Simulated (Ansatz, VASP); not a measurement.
## BAs: VASP beside Ansatz

File INCAR:

```
SYSTEM = BAs
ALGO = Normal ; EDIFF = 1E-6
ENCUT = 600 ; GGA_COMPAT = .False.
ISIF = 2 ; ISMEAR = 0
LASPH = .True. ; LCHARG = .False.
LREAL = .False. ; LWAVE = .False.
NBANDS = 16 ; NELM = 120
PREC = Accurate ; SIGMA = 0.05
```

The input KPOINTS:

```
k-points
0
Gamma
  10 10 10
  0 0 0
```

The input POSCAR:

```
BAs
1.0
    0.0000000000      2.3885000000      2.1974200000
    2.3885000000      0.0000000000      2.1974200000
    2.3885000000      2.3885000000      0.0000000000
B As
1 1
Direct
    0.0000000000      0.0000000000      0.0000000000
    0.7500000000      0.7500000000      0.7500000000
```

Input for Ansatz:

```yaml
crystal:
  lattice:
    - [0.0, 2.3885, 2.19742]
    - [2.3885, 0.0, 2.19742]
    - [2.3885, 2.3885, 0.0]
  atoms:
    - { symbol: B, position: [0.0, 0.0, 0.0] }
    - { symbol: As, position: [0.75, 0.75, 0.75] }
basis:
  ecutwfc: 420
kpoints:
  mp_grid: { grid: [10, 10, 10] }
hamiltonian:
  xc: lda
scf:
  occupations: { method: gaussian, width: 0.05 }
output:
  forces: true
  stress: true
  eigenvalues: true
  write_density: true
  write_potential: true
  elf: true
  volumetric_format: npy
```

Change from the starting cell: strain +0.000 along x and y, -0.080 along z, atoms carried along.

Alike in both runs: task single point; functional LDA; k mesh 10 × 10 × 10; occupations gaussian, width 0.05 eV; no spin polarisation.

|  | VASP | Ansatz |
| --- | --- | --- |
| version | VASP 6.6.1 | Ansatz 0.2.0 |
| potentials or method | VASP PAW LDA potentials, release 64 (B, As_d), cutoff 600 eV | scalar-relativistic, plane waves, PAW |
| valence electrons in the cell | 18 | 18 |

|  | VASP | Ansatz | Ansatz less VASP |
| --- | --- | --- | --- |
| gap on the k mesh at the Fermi level (eV) | none | none | - |
| pressure (GPa) | 9.9 | 8.9 | -1.06 |
| traceless stress, the component that is largest in VASP (GPa) | 10.55 | 10.57 | +0.028 |

LDA's correlation is that of Perdew and Zunger in VASP and of Perdew and Wang (1992) in Ansatz. A gap of «none» marks a metal or a gap that the smearing closes.
